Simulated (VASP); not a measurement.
Here is a VASP 6.6.1 calculation.

Contents of INCAR:

```
SYSTEM = AlGa3N4
PREC = Accurate
ENCUT = 520
EDIFF = 1E-7
ISMEAR = -1
SIGMA = 0.05
LREAL = .False.
LASPH = .True.
NELM = 100
ALGO = Normal
ISIF = 2
LWAVE = .False.
LCHARG = .False.
GGA = PS
NBANDS = 41
```

Contents of KPOINTS:

```
regular mesh
0
Gamma
  4 6 4
  0 0 0
```

Contents of POSCAR:

```
AlGa3N4
1.0
    5.1419582785      0.0001238733      0.0000908186
    0.0000752552      3.1652861432     -0.0000135346
   -0.0036159340     -0.0000228621      5.4776605371
Al Ga N
1 3 4
Direct
   -0.0046851594      0.5077375716      0.6671062286
    0.4937813439      0.5077557319      0.3346817252
    0.4937435968      0.0077398246      0.8312878491
    0.9944732561      0.0077496028      0.1659283433
    0.1143136570      0.5077434260      0.3398156241
    0.1122996703      0.0077366594      0.8260855433
    0.6151018351      0.0077453366      0.1659856234
    0.6258990634      0.5077242124      0.6670571395
```

Potentials or basis: VASP PAW PBE potentials, release 64 (Al, Ga_d, N).

The run is started by

```sh
$ cat potpaw_PBE.64/Al/POTCAR potpaw_PBE.64/Ga_d/POTCAR potpaw_PBE.64/N/POTCAR > POTCAR
$ mpirun -np 1 vasp_std > vasp.out
```

(1) Predict the band gap on the k mesh.

(2) Predict the largest force.

(3) Estimate the pressure.

## Answers

(1) 2.38 eV.

(2) 0.011 eV/Å.

(3) -0.2 GPa.

Caveat: the PAW data sets were made with another functional, which shifts forces and pressure a little.
